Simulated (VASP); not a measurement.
The system is Co.

```xyz
2
Lattice="0.0000 2.3599 2.3599 2.3599 0.0000 2.3599 2.3599 2.3599 0.0000" Properties=species:S:1:pos:R:3 pbc="T T T"
Co    0.5900    0.5900    0.5900
Co    4.1298    4.1298    4.1298
```

This cell differs from its parent crystal: volume scaled by 0.88.

Base run:

- Program: VASP 6.6.1
- Functional: PBE
- Potentials or basis: VASP PAW PBE potentials, release 64 (Co_sv)
- Cutoff: 600 eV
- k mesh: 12 × 12 × 12
- Occupations: fermi-dirac, width 0.1 eV
- Spin: no spin polarisation

Its results: band gap on the k mesh zero (band 17 reaches 9.88 eV, above the bottom of band 18 at 8.98 eV); pressure 19.3 GPa.

Question: The run is repeated on the same cell with these changes: potentials or basis from VASP PAW PBE potentials, release 64 (Co_sv) to VASP PAW PBE potentials, release 64 (Co); cutoff from 600 eV to 520 eV; further incar settings from ALGO = Normal; EDIFF = 1e-06; NBANDS = 24 to ALGO = Normal; EDIFF = 1e-06; NBANDS = 16; valence electrons from 34 to 18. What comes out?

Answer: Band gap on the k mesh zero (band 9 reaches 8.42 eV, above the bottom of band 10 at 7.54 eV); pressure 19.9 GPa.

Caveats: the run has no spin polarisation, though such a crystal can be magnetic.
